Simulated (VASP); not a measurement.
MnAs:

```xyz
4
Lattice="3.7100 0.0000 0.0000 -1.8550 3.2130 0.0000 0.0000 0.0000 5.6910" Properties=species:S:1:pos:R:3 pbc="T T T"
As    1.8550    1.0710    4.2683
As    0.0000    2.1420    1.4227
Mn    0.0000    0.0000    2.8455
Mn    0.0000    0.0000    0.0000
```

Base run:

| Quantity | Value |
| --- | --- |
| Program | VASP 6.6.1 |
| Functional | PBEsol |
| Potentials or basis | VASP PAW PBE potentials, release 64 (As, Mn_pv) |
| Cutoff | 520 eV |
| k mesh | 8 × 8 × 5 |
| Occupations | fermi-dirac, width 0.05 eV |
| Spin | collinear spin, ferrimagnetic start |
| Starting moments | [0.0, 0.0, 4.0, -2.0] μB |

Its results: band gap on the k mesh zero (filled and empty bands overlap); pressure -10.5 GPa.

Problem. The run is repeated on the same cell with these changes: spin from collinear spin, ferrimagnetic start to no spin polarisation; further incar settings from ALGO = Normal; EDIFF = 1e-06; NBANDS = 30 to ALGO = Normal; EDIFF = 1e-06; NBANDS = 26. What comes out?

Solution. Band gap on the k mesh zero (bands 18 and 19 overlap by 0.31 eV); pressure -24.1 GPa.

Caveats: the cell stands under tension; the PAW data sets were made with another functional, which shifts forces and pressure a little.
